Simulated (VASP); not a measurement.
ZnSe: single point with r2SCAN

Crystal: ZnSe.

```
CELL_PARAMETERS angstrom
0.00000 2.88851 2.88851
2.88851 0.00000 2.88851
2.88851 2.88851 0.00000
ATOMIC_POSITIONS crystal
Zn 0.00000 0.00000 0.00000
Se 0.25000 0.25000 0.25000
```

This cell differs from its parent crystal: volume scaled by 1.06.

* Program: VASP 6.6.1
* Task: single point
* Functional: r2SCAN
* Potentials or basis: VASP PAW PBE potentials, release 64 (Zn, Se)
* Cutoff: 520 eV
* k mesh: 8 × 8 × 8
* Occupations: gaussian, width 0.02 eV
* Spin: no spin polarisation

```
Pressure               : -3.3 GPa
Band gap on the k mesh : 1.62 eV, direct
```

Levels at points of the mesh, in eV from the valence-band top:
| k point | band 7 | band 8 | band 9 | band 10 | band 11 | band 12 |
| --- | --- | --- | --- | --- | --- | --- |
| (0.00, 0.00, 0.00) | 0.00 | 0.00 | 0.00 | 1.62 | 6.33 | 6.33 |
| (0.50, 0.00, 0.00) | -4.93 | -0.80 | -0.80 | 2.94 | 6.87 | 6.87 |
| (0.50, 0.50, 0.00) | -4.54 | -2.03 | -2.03 | 3.46 | 3.86 | 11.06 |

Run time: 47 s on 1 thread of Intel(R) Xeon(R) 6975P-C (Granite Rapids), on a shared host, peak memory 0.18 GiB.

Caveat: the PAW data sets were made with another functional, which shifts forces and pressure a little.
